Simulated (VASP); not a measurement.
**Si: single point with LDA**

System: Si, a slab with vacuum.

```
CELL_PARAMETERS angstrom
4.01500 0.00000 0.00000
-2.00750 3.47709 0.00000
0.00000 0.00000 28.00000
ATOMIC_POSITIONS crystal
Si 0.33333 0.66667 0.50766
Si 0.66667 0.33333 0.49234
```

```
Program             : VASP 6.6.1
Task                : single point
Functional          : LDA
Potentials or basis : VASP PAW LDA potentials, release 64 (Si)
Cutoff              : 520 eV
k mesh              : 15 × 15 × 1
Occupations         : gaussian, width 0.1 eV
Spin                : no spin polarisation
```

```json
{
 "Largest force": "0.201 eV/Å",
 "Band gap on the k mesh": "zero (filled and empty bands touch)",
 "Work function of the upper face": "4.83 eV",
 "Work function of the lower face": "4.83 eV"
}
```

Forces on the atoms (eV/Å):
```
Si   0.000  0.000 -0.201
Si   0.000  0.000  0.201
```

Levels at points of the mesh, in eV from the Fermi level:
```
           k point  band 1  band 2  band 3  band 4  band 5  band 6  band 7  band 8
(0.00, 0.00, 0.00)  -10.68   -2.93   -1.39   -1.39    0.75    2.68    2.73    2.73
```

Run time: 5.5 min on 1 thread of Intel Xeon 8259CL, with other jobs on the host, peak memory 0.37 GiB.
